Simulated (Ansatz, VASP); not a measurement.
**One calculation of Al, two programs**

File INCAR:

```
SYSTEM = Al
ALGO     = Normal         ! electronic algorithm
EDIFF    = 1E-6           ! SCF threshold, eV
ENCUT    = 520            ! plane-wave cutoff, eV
GGA      = PS             ! functional
ISIF     = 2              ! what is computed and relaxed
ISMEAR   = 0              ! smearing method
LASPH    = .TRUE.         ! aspherical terms in the spheres
LCHARG   = .FALSE.        ! write CHGCAR
LREAL    = .FALSE.        ! projectors in reciprocal space
LWAVE    = .FALSE.        ! write WAVECAR
NBANDS   = 10             ! bands
NELM     = 80             ! most SCF steps
PREC     = Accurate       ! precision mode
SIGMA    = 0.15           ! smearing width, eV
```

Contents of KPOINTS:

```
k-points
0
G
  18 18 10
  0 0 0
```

The input POSCAR:

```
Al
1.0
    2.6901000000      0.0000000000      0.0000000000
   -1.3450500000      2.3296949387      0.0000000000
    0.0000000000      0.0000000000      4.9351000000
Al
2
Direct
    0.6666666667      0.3333333333      0.7500000000
    0.3333333333      0.6666666667      0.2500000000
```

Input for Ansatz:

```yaml
crystal:
  lattice:
    - [2.6901, 0.0, 0.0]
    - [-1.34505, 2.3296949387, 0.0]
    - [0.0, 0.0, 4.9351]
  atoms:
    - { symbol: Al, position: [0.6666666667, 0.3333333333, 0.75] }
    - { symbol: Al, position: [0.3333333333, 0.6666666667, 0.25] }
basis:
  ecutwfc: 420
kpoints:
  mp_grid: { grid: [18, 18, 10] }
hamiltonian:
  xc: pbesol
  pseudopotentials: { kind: paw, azcp: { folder: soft_1 } }
scf:
  occupations: { method: gaussian, width: 0.15 }
output:
  forces: true
  stress: true
  eigenvalues: true
```

Alike in both runs: task single point; functional PBEsol; k mesh 18 × 18 × 10; occupations gaussian, width 0.15 eV; no spin polarisation.

```csv
,VASP,Ansatz
version,VASP 6.6.1,Ansatz 0.2.0
potentials or method,"VASP PAW PBE potentials, release 64 (Al), cutoff 520 eV","scalar-relativistic, plane waves, PAW"
valence electrons in the cell,6,6
```

Ansatz gave:

```
gap on the k mesh at the Fermi level (eV)                     : none
pressure (GPa)                                                : 6.3
traceless stress, the component that is largest in VASP (GPa) : -7.15
```

Q: Estimate VASP's values.

A: gap on the k mesh at the Fermi level (eV): none; pressure (GPa): 6.5; traceless stress, the component that is largest in VASP (GPa): -7.21.

VASP's potentials were made for PBE, not for PBEsol, and Ansatz warns of the same on its side. A gap of «none» marks a metal or a gap that the smearing closes. The functional is the same, so the differences come from potentials, cutoffs and numerics.
